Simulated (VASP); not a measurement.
## Cs: single point with r2SCAN+D4

Cs:

```
Cs
1.0
     0.00000    3.95644    3.95644
     3.95644    0.00000    3.95644
     3.95644    3.95644    0.00000
Cs
1
Cartesian
  0.0000 0.0000 0.0000
```

This isn't the form of Cs at room conditions, which is bcc.

```
Program             : VASP 6.6.1
Task                : single point
Functional          : r2SCAN
Dispersion          : D4
Potentials or basis : VASP PAW PBE potentials, release 64 (Cs_sv)
Cutoff              : 520 eV
k mesh              : 6 × 6 × 6
Occupations         : methfessel-paxton, width 0.1 eV
Spin                : no spin polarisation
```

| Property | Result |
| --- | --- |
| Pressure | 0.0 GPa |
| Band gap on the k mesh | zero (an odd number of electrons rules out a gap without spin polarisation) |
| Dispersion energy per atom | -0.016 eV |

Levels at points of the mesh, in eV from the Fermi level:
```tsv
k point	band 2	band 3	band 4	band 5	band 6	band 7	band 8	band 9
(0.00, 0.00, 0.00)	-11.15	-11.15	-11.15	-1.66	2.77	2.77	2.77	3.87
(0.50, 0.00, 0.00)	-11.26	-11.17	-11.17	0.13	0.67	2.60	2.60	4.61
(0.50, 0.50, 0.00)	-11.26	-11.19	-11.19	0.39	1.25	1.39	4.18	4.18
```

Wall time 2.1 min on 1 thread of Intel(R) Xeon(R) Platinum 8375C CPU @ 2.90GHz (Ice Lake), on a shared host, peak memory 0.27 GiB.

Caveat: the PAW data sets were made with another functional, which shifts forces and pressure a little; spin-orbit coupling is left out, which moves the levels of the heavy elements.
